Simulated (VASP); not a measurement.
# MgO (P6_3/mmc) in VASP: further runs

Runs on MgO. Level: PBE. Tasks: single point.

Everything below comes from runs of VASP 6.6.1. Logs are shortened: lines on timing, memory, paths and dates and some standing lists are left out, and cuts for length are marked.

## 1. The cell of the first run

Symmetry: P6_3/mmc, No. 194, hexagonal system. The conventional cell has a = 3.410 Å, b = 3.410 Å, c = 4.377 Å, α = 90.00°, β = 90.00°, γ = 120.00°. Within 2.6 Å of Mg (site symmetry -6m2) lie 5 O at 1.97 to 2.19 Å. O (site symmetry -6m2) has 5 Mg at 1.97 to 2.19 Å within 2.6 Å.

## 2. Single point, PBE (volume 11.017 Å^3 an atom, c/a of the conventional cell 1.2837)

File INCAR:

```
PREC = Accurate ; ENCUT = 520
EDIFF = 1E-6 ; ISMEAR = 0
SIGMA = 0.05 ; LREAL = F
LASPH = T ; NELM = 60
ALGO = Normal ; ISIF = 2
LWAVE = F ; LCHARG = F
GGA = PE ; NBANDS = 16
```

File KPOINTS:

```
regular mesh
0
Gamma
  9 9 6
```

File POSCAR:

```
MgO
1.0
    3.4096493844      0.0000000000      0.0000000000
   -1.7048246922      2.9528429849      0.0000000000
    0.0000000000      0.0000000000      4.3769669148
Mg O
2 2
Direct
    0.6666666667      0.3333333333      0.7500000000
    0.3333333333      0.6666666667      0.2500000000
    0.6666666667      0.3333333333      0.2500000000
    0.3333333333      0.6666666667      0.7500000000
```

Potentials or basis: VASP PAW PBE potentials, release 64 (Mg, O).

Command:

```console
> cat potpaw_PBE.64/Mg/POTCAR potpaw_PBE.64/O/POTCAR > POTCAR
> mpirun -np 1 vasp_std > vasp.out
```

OUTCAR:

```text
PREC = Accurate
   ENCUT = 520
   EDIFF = 1E-6
   ISMEAR = 0
   LREAL = F
   LASPH = T
   NELM = 60
   ISIF = 2
   GGA = PE

 ion  position               nearest neighbor table
   1  0.667  0.333  0.750-   4 1.97   4 1.97   4 1.97   3 2.19   3 2.19   2 2.94   2 2.94   2 2.94
                             2 2.94   2 2.94   2 2.94
   2  0.333  0.667  0.250-   3 1.97   3 1.97   3 1.97   4 2.19   4 2.19   1 2.94   1 2.94   1 2.94
                             1 2.94   1 2.94   1 2.94
   3  0.667  0.333  0.250-   2 1.97   2 1.97   2 1.97   1 2.19   1 2.19
   4  0.333  0.667  0.750-   1 1.97   1 1.97   1 1.97   2 2.19   2 2.19

  LATTYP: Found a hexagonal cell.
 ALAT       =     3.4096493844
 C/A-ratio  =     1.2837000000

  Lattice vectors:

 A1 = (   3.4096493844,   0.0000000000,   0.0000000000)
 A2 = (  -1.7048246922,   2.9528429849,   0.0000000000)
 A3 = (   0.0000000000,   0.0000000000,   4.3769669148)

Analysis of symmetry for initial positions (statically):
=====================================================================
 Subroutine PRICEL returns:
 Original cell was already a primitive cell.

 Routine SETGRP: Setting up the symmetry group for a
 hexagonal supercell.

 Subroutine GETGRP returns: Found 24 space group operations
 (whereof 12 operations were pure point group operations)
 out of a pool of 24 trial point group operations.

The static configuration has the point symmetry D_3d.
 The point group associated with its full space group is D_6h.

Analysis of symmetry for dynamics (positions and initial velocities):
=====================================================================
 Subroutine PRICEL returns:
 Original cell was already a primitive cell.

 Routine SETGRP: Setting up the symmetry group for a
 hexagonal supercell.

 Subroutine GETGRP returns: Found 24 space group operations
 (whereof 12 operations were pure point group operations)
 out of a pool of 24 trial point group operations.

The dynamic configuration has the point symmetry D_3d.
 The point group associated with its full space group is D_6h.

 Subroutine INISYM returns: Found 24 space group operations
 (whereof 12 operations are pure point group operations),
 and found     1 'primitive' translations

----------------------------------------------------------------------------------------

                                     Primitive cell

  volume of cell :      44.0680

  direct lattice vectors                    reciprocal lattice vectors
     3.409649384  0.000000000  0.000000000     0.293285288  0.169328340  0.000000000
    -1.704824692  2.952842985  0.000000000     0.000000000  0.338656679  0.000000000
     0.000000000  0.000000000  4.376966915     0.000000000  0.000000000  0.228468713

  length of vectors
     3.409649384  3.409649384  4.376966915     0.338656679  0.338656679  0.228468713

  position of ions in fractional coordinates (direct lattice)
     0.666666667  0.333333333  0.750000000
     0.333333333  0.666666667  0.250000000
     0.666666667  0.333333333  0.250000000
     0.333333333  0.666666667  0.750000000

  ion indices of the primitive-cell ions
   primitive index   ion index
                 1           1
                 2           2
                 3           3
                 4           4

----------------------------------------------------------------------------------------

 KPOINTS: regular mesh

Automatic generation of k-mesh.
 Grid dimensions read from file:
 generate k-points for:    9    9    6

 Generating k-lattice:

  Cartesian coordinates                     Fractional coordinates (reciprocal lattice)
     0.032587254  0.018814260  0.000000000     0.111111111  0.000000000  0.000000000
     0.000000000  0.037628520  0.000000000     0.000000000  0.111111111  0.000000000
     0.000000000  0.000000000  0.038078119     0.000000000  0.000000000  0.166666667

  Length of vectors
     0.037628520  0.037628520  0.038078119

  Shift w.r.t. Gamma in fractional coordinates (k-lattice)
     0.000000000  0.000000000  0.000000000

 Subroutine IBZKPT returns following result:
 ===========================================

 Found     48 irreducible k-points:

 Following reciprocal coordinates:
            Coordinates               Weight
  0.000000  0.000000  0.000000      1.000000
  0.111111  0.000000  0.000000      6.000000
  0.222222  0.000000  0.000000      6.000000
  0.333333  0.000000  0.000000      6.000000
  0.444444  0.000000  0.000000      6.000000
  0.111111  0.111111  0.000000      6.000000
[... 16 lines left out ...]
  0.333333  0.222222  0.166667     24.000000
  0.333333  0.333333  0.166667      4.000000
 [... further k-points ...]
   k-points           NKPTS =     48   k-points in BZ     NKDIM =     48   number of bands    NBANDS=     16
   number of dos      NEDOS =    301   number of ions     NIONS =      4
   total plane-waves  NPLWV =  28224
   dimension x,y,z NGX =    28 NGY =   28 NGZ =   36
   dimension x,y,z NGXF=    56 NGYF=   56 NGZF=   72
   ions per type =               2   2
   NGX,Y,Z   is equivalent  to a cutoff of  13.65, 13.65, 13.67 a.u.
   NGXF,Y,Z  is equivalent  to a cutoff of  27.30, 27.30, 27.35 a.u.
 SYSTEM =  unknown system
   PREC   = accura    normal or accurate (medium, high low for compatibility)
   ISTART =      0    job   : 0-new  1-cont  2-samecut
   ICHARG =      2    charge: 1-file 2-atom 10-const
   ISPIN  =      1    spin polarized calculation?
   LNONCOLLINEAR =      F non collinear calculations
   LSORBIT =      F    spin-orbit coupling
   LASPH  =      T    aspherical Exc in radial PAW
   ENCUT  =  520.0 eV  38.22 Ry    6.18 a.u.   6.34  6.34  8.14*2*pi/ulx,y,z
   NELM   =     60;   NELMIN=  2; NELMDL= -5     # of ELM steps
   EDIFF  = 0.1E-05   stopping-criterion for ELM
   LREAL  =      F    real-space projection
   EDIFFG = 0.1E-04   stopping-criterion for IOM
   NSW    =      0    number of steps for IOM
   IBRION =     -1    ionic relax: 0-MD 1-quasi-New 2-CG
   NFREE  =      0    steps in history (QN), initial steepest desc. (CG)
   ISIF   =      2    stress and relaxation
   ISYM   =      2    0-nonsym 1-usesym 2-fastsym
   POTIM  = 0.5000    time-step for ionic-motion
   TEBEG  =    0.0;   TEEND  =   0.0 temperature during run
   PSTRESS=    0.0 pullay stress
   NELECT =      16.0000    total number of electrons
   NUPDOWN=      -1.0000    fix difference up-down
   EMIN   =  10.00;   EMAX   =-10.00  energy-range for DOS
   EFERMI =   0.00;   METHOD = LEGACY
   ISMEAR =     0;   SIGMA  =   0.05  broadening in eV -4-tet -1-fermi 0-gaus
   EFERMI_NEDOS =   21; number of points for ismear=-14 and -15
   IALGO  =     38    algorithm
   IMIX   =      4    mixing-type and parameters
     AMIX     =   0.40;   BMIX     =  1.00
     AMIX_MAG =   1.60;   BMIX_MAG =  1.00
  volume/ion in A,a.u.               =      11.02        74.35
  Fermi-wavevector in a.u.,A,eV,Ry     =   1.167904  2.207018 18.558335  1.363999
  Thomas-Fermi vector in A             =   2.304398
   LORBIT       =      0    0 simple, 1 ext, 2 COOP (PROOUT), +10 PAW based schemes
   GGA     = PE    functional components
   LHFCALC =     F    Hartree Fock is set to
   AEXX    =    0.0000 exact exchange contribution
   IVDW    =     0    specifies the selected vdW correction
   LEPSILON=     F    determine dielectric tensor
   LRPA    =     F    only Hartree local field effects (RPA)
 non-spin polarized calculation
 Gauss-broadening in eV      SIGMA  =   0.05
  energy-cutoff  :      520.00
  volume of cell :       44.07
 maximum number of plane-waves:      1205
 NGX is ok and might be reduce to    28
   NGX = 13   NGY = 13   NGZ = 17

 number of electron      15.9999998 magnetization

 Free energy of the ion-electron system (eV)
  ---------------------------------------------------
  ext. energy  EPLUGINS =         0.00000000
  ---------------------------------------------------
  free energy    TOTEN  =       -23.59533355 eV

  energy without entropy =      -23.59533355  energy(sigma->0) =      -23.59533355

 E-fermi :   2.3944     XC(G=0): -10.0787

 val. band max:        2.0879447125   @ k =   0.0000   0.0000   0.0000
 cond. band min:       5.4386503702   @ k =   0.0000   0.0000   0.0000
 fundamental gap:      3.3507056577
 Fermi energy:         2.3943872888

 k-point     1 :       0.0000    0.0000    0.0000
  band No.  band energies     occupation
      1     -14.9095      2.00000
      2     -13.6377      2.00000
      3      -1.7463      2.00000
      4       0.3779      2.00000
      5       0.3779      2.00000
      6       1.1291      2.00000
[... 8 lines left out ...]
     15      17.8684      0.00000
     16      17.8802      0.00000

 k-point     2 :       0.1111    0.0000    0.0000
  band No.  band energies     occupation
      1     -14.8458      2.00000
      2     -13.6379      2.00000
      3      -1.6409      2.00000
      4       0.1549      2.00000
      5       0.2870      2.00000
      6       0.8137      2.00000
[... 8 lines left out ...]
     15      17.2170      0.00000
     16      17.2223      0.00000

 k-point     3 :       0.2222    0.0000    0.0000
  band No.  band energies     occupation
      1     -14.6712      2.00000
      2     -13.6497      2.00000
      3      -1.3384      2.00000
      4      -0.4821      2.00000
      5       0.0974      2.00000
      6       0.3508      2.00000
[... 8 lines left out ...]
     15      16.2102      0.00000
     16      16.4250      0.00000

 k-point     4 :       0.3333    0.0000    0.0000
  band No.  band energies     occupation
      1     -14.4359      2.00000
      2     -13.6961      2.00000
      3      -1.1621      2.00000
      4      -0.8893      2.00000
      5      -0.0801      2.00000
      6       0.0203      2.00000
[... 8 lines left out ...]
     15      16.1607      0.00000
     16      16.5648      0.00000
[... 324 lines left out ...]
 k-point    22 :       0.2222    0.2222    0.1667
  band No.  band energies     occupation
      1     -14.2674      2.00000
      2     -13.7650      2.00000
      3      -1.2370      2.00000
      4      -1.1634      2.00000
      5      -0.0872      2.00000
      6       0.1654      2.00000
[... 8 lines left out ...]
     15      15.8261      0.00000
     16      17.7893      0.00000

 k-point    23 :       0.3333    0.2222    0.1667
  band No.  band energies     occupation
      1     -14.0901      2.00000
      2     -13.8407      2.00000
      3      -1.5028      2.00000
      4      -0.8966      2.00000
      5      -0.4955      2.00000
      6       0.4350      2.00000
[... 8 lines left out ...]
     15      15.6881      0.00000
     16      17.8894      0.00000

 k-point    24 :       0.3333    0.3333    0.1667
  band No.  band energies     occupation
      1     -13.9477      2.00000
      2     -13.9477      2.00000
      3      -1.4438      2.00000
      4      -0.7827      2.00000
      5      -0.7827      2.00000
      6       0.6266      2.00000
[... 8 lines left out ...]
     15      15.6652      0.00000
     16      18.8129      0.00000

 [... further k-points ...]
[... 5 lines left out ...]
  --------------------------------------------------------------------------------------
  -------------------------------------------------------------------------------------
  Total        2.2294317      2.2294317     -0.7118940      0.0000000     -0.0000000      0.0000000
  in kB       81.0553001     81.0553001    -25.8822816      0.0000000     -0.0000000      0.0000000
  external PRESSURE =      45.4094395 kB  Pullay stress =       0.0000000 kB

 VOLUME and BASIS-vectors are now :
 -----------------------------------------------------------------------------
  energy-cutoff  :      520.00
  volume of cell :       44.07
      direct lattice vectors                 reciprocal lattice vectors
     3.409649384  0.000000000  0.000000000     0.293285288  0.169328340  0.000000000
    -1.704824692  2.952842985  0.000000000     0.000000000  0.338656679  0.000000000
     0.000000000  0.000000000  4.376966915     0.000000000  0.000000000  0.228468713

 POSITION                                       TOTAL-FORCE (eV/Angst)
 -----------------------------------------------------------------------------------
      1.70482      0.98428      3.28273        -0.000000      0.000000     -0.000000
     -0.00000      1.96856      1.09424         0.000000      0.000000     -0.000000
      1.70482      0.98428      1.09424         0.000000      0.000000      0.000000
     -0.00000      1.96856      3.28273         0.000000     -0.000000      0.000000
 -----------------------------------------------------------------------------------
    total drift:                               -0.000000      0.000000     -0.000000

  FREE ENERGIE OF THE ION-ELECTRON SYSTEM (eV)
  ---------------------------------------------------
  free  energy   TOTEN  =       -23.5953335463 eV

  energy  without entropy=      -23.5953335463  energy(sigma->0) =      -23.59533355
```

It used 27 s of CPU time on 1 thread of Intel Xeon 6975P-C, on a shared host.

What came out:

| Property | Result |
| --- | --- |
| Free energy | -23.5953 eV |
| Pressure | 4.5 GPa |
| Band gap on the k mesh | 3.35 eV, direct |

Stress tensor (GPa, compression positive):
```
 8.11  0.00  0.00
 0.00  8.11  0.00
 0.00  0.00 -2.59
```

Levels at points of the mesh, in eV from the valence-band top:
```csv
k point,band 6,band 7,band 8,band 9,band 10,band 11
"(0.00, 0.00, 0.00)",-0.96,-0.96,0.00,3.35,9.21,11.57
"(0.00, 0.00, 0.50)",-1.35,-1.35,-1.35,6.33,6.33,13.31
```

## 3. Single point, PBE (volume 11.017 Å^3 an atom, c/a of the conventional cell 1.1291)

File INCAR:

```
SYSTEM = MgO
ALGO     = Normal         ! electronic algorithm
EDIFF    = 1E-6           ! SCF threshold, eV
ENCUT    = 520            ! plane-wave cutoff, eV
GGA      = PE             ! functional
ISIF     = 2              ! what is computed and relaxed
ISMEAR   = 0              ! smearing method
LASPH    = .True.         ! aspherical terms in the spheres
LCHARG   = .True.         ! write CHGCAR
LELF     = .True.         ! ELF
LREAL    = .False.        ! projectors in reciprocal space
LVHAR    = .True.       
LWAVE    = .False.        ! write WAVECAR
NBANDS   = 16             ! bands
NELM     = 80             ! most SCF steps
PREC     = Accurate       ! precision mode
SIGMA    = 0.05           ! smearing width, eV
```

File KPOINTS:

```
k-points
0
Gamma
  9 9 6
  0 0 0
```

File POSCAR:

```
MgO
1.0
    3.5586622158      0.0000000000      0.0000000000
   -1.7793311079      3.0818918824      0.0000000000
    0.0000000000      0.0000000000      4.0180855079
Mg O
2 2
Direct
    0.6666666667      0.3333333333      0.7500000000
    0.3333333333      0.6666666667      0.2500000000
    0.6666666667      0.3333333333      0.2500000000
    0.3333333333      0.6666666667      0.7500000000
```

Potentials or basis: VASP PAW PBE potentials, release 64 (Mg, O).

Command:

```console
> cat potpaw_PBE.64/Mg/POTCAR potpaw_PBE.64/O/POTCAR > POTCAR
> mpirun -np 1 vasp_std > vasp.out
```

Run time: 36 s. Hardware: 1 thread of Intel Xeon 6975P-C, shared host; peak memory 0.18 GiB.

Results (log left out):

| Quantity | Value |
| --- | --- |
| Free energy | -23.5831 eV |
| Pressure | 5.2 GPa |
| Band gap on the k mesh | 3.50 eV, direct |

Stress tensor (GPa, compression positive):
```
 0.62  0.00  0.00
 0.00  0.62  0.00
 0.00  0.00 14.23
```

Levels at points of the mesh, in eV from the valence-band top:
```
           k point  band 5  band 6  band 7  band 8  band 9  band 10  band 11  band 12
(0.00, 0.00, 0.00)   -1.74   -0.64   -0.64    0.00    3.50     9.82    12.25    12.25
(0.00, 0.00, 0.50)   -1.21   -1.21   -1.21   -1.21    6.59     6.59    12.61    12.61
```

## 4. Single point, PBE (volume 11.381 Å^3 an atom, c/a of the conventional cell 1.1112)

File INCAR:

```
SYSTEM = MgO
PREC     = Accurate       ! precision mode
ENCUT    = 520            ! plane-wave cutoff, eV
EDIFF    = 1E-6           ! SCF threshold, eV
ISMEAR   = 0              ! smearing method
SIGMA    = 0.05           ! smearing width, eV
LREAL    = .False.        ! projectors in reciprocal space
LASPH    = .True.         ! aspherical terms in the spheres
NELM     = 100            ! most SCF steps
ALGO     = Normal         ! electronic algorithm
ISIF     = 2              ! what is computed and relaxed
LWAVE    = .False.        ! write WAVECAR
LCHARG   = .False.        ! write CHGCAR
GGA      = PE             ! functional
NBANDS   = 16             ! bands
```

File KPOINTS:

```
regular mesh
0
Gamma
  9 9 6
  0 0 0
```

File POSCAR:

```
MgO
1.0
    3.6166528828      0.0000000000      0.0000000000
   -1.8083264414      3.1321132731      0.0000000000
    0.0000000000      0.0000000000      4.0188246833
Mg O
2 2
Direct
    0.6666666667      0.3333333333      0.7500000000
    0.3333333333      0.6666666667      0.2500000000
    0.6666666667      0.3333333333      0.2500000000
    0.3333333333      0.6666666667      0.7500000000
```

Command:

```console
> cat potpaw_PBE.64/Mg/POTCAR potpaw_PBE.64/O/POTCAR > POTCAR
> mpirun -np 1 vasp_std > vasp.out
```

It took 31 s on 1 thread of Intel Xeon 6975P-C, shared host; peak memory 0.18 GiB.

The run converged. Its results:

| Quantity | Value |
| --- | --- |
| Free energy | -23.5727 eV |
| Pressure | 1.5 GPa |
| Band gap on the k mesh | 3.37 eV, direct |

Stress tensor (GPa, compression positive):
```
-3.34  0.00  0.00
 0.00 -3.34  0.00
 0.00  0.00 11.22
```

Levels at points of the mesh, in eV from the valence-band top:
```
           k point  band 4  band 5  band 6  band 7  band 8  band 9  band 10  band 11  band 12  band 13
(0.00, 0.00, 0.00)   -1.67   -1.67   -0.55   -0.55    0.00    3.37     9.66    11.99    11.99    12.82
(0.00, 0.00, 0.50)   -2.31   -1.13   -1.13   -1.13   -1.13    6.47     6.47    12.34    12.34    12.34
```

[end of part 1 of 2]
